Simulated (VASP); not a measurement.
Write the native input for VASP 6.6.1 that does the following.

```
Task                   : single point
Functional             : PBE
Potentials or basis    : VASP PAW PBE potentials, release 64 (Li_sv, Cl)
Cutoff                 : 520 eV
k mesh                 : 6 × 6 × 4
Occupations            : gaussian, width 0.01 eV
Spin                   : no spin polarisation
Dipole correction      : no
Further INCAR settings : ALGO = Normal; EDIFF = 1e-06; NBANDS = 18
```

The structure of LiCl lies in POSCAR:

```
LiCl
1.0
    3.8466078893      0.0000000000      0.0000000000
   -1.9233039447      3.3312601505      0.0000000000
    0.0000000000      0.0000000000      6.1571033103
Li Cl
2 2
Direct
    0.3333333333      0.6666666667     -0.0029826314
    0.6666666667      0.3333333333      0.4970173686
    0.3333333333      0.6666666667      0.3779826314
    0.6666666667      0.3333333333      0.8779826314
```

This cell differs from its parent crystal: volume changed by -6%.

The input as run:

INCAR

```
SYSTEM = LiCl
  ALGO = Normal
  EDIFF = 1E-6
  ENCUT = 520
  GGA = PE
  ISIF = 2
  ISMEAR = 0
  LASPH = .TRUE.
  LCHARG = .FALSE.
  LREAL = .FALSE.
  LWAVE = .FALSE.
  NBANDS = 18
  NELM = 100
  PREC = Accurate
  SIGMA = 0.01
```

KPOINTS

```
k-points
0
G
  6 6 4
  0 0 0
```

Potentials or basis: VASP PAW PBE potentials, release 64 (Li_sv, Cl).

Run with:

```sh
$ cat potpaw_PBE.64/Li_sv/POTCAR potpaw_PBE.64/Cl/POTCAR > POTCAR
$ mpirun -np 1 vasp_std > vasp.out
```

It gave:

```yaml
Band_gap_on_the_k_mesh: 6.15 eV, direct
```

It took 13 s on 1 thread of Intel(R) Xeon(R) 6975P-C (Granite Rapids), on a shared host, peak memory 0.19 GiB.
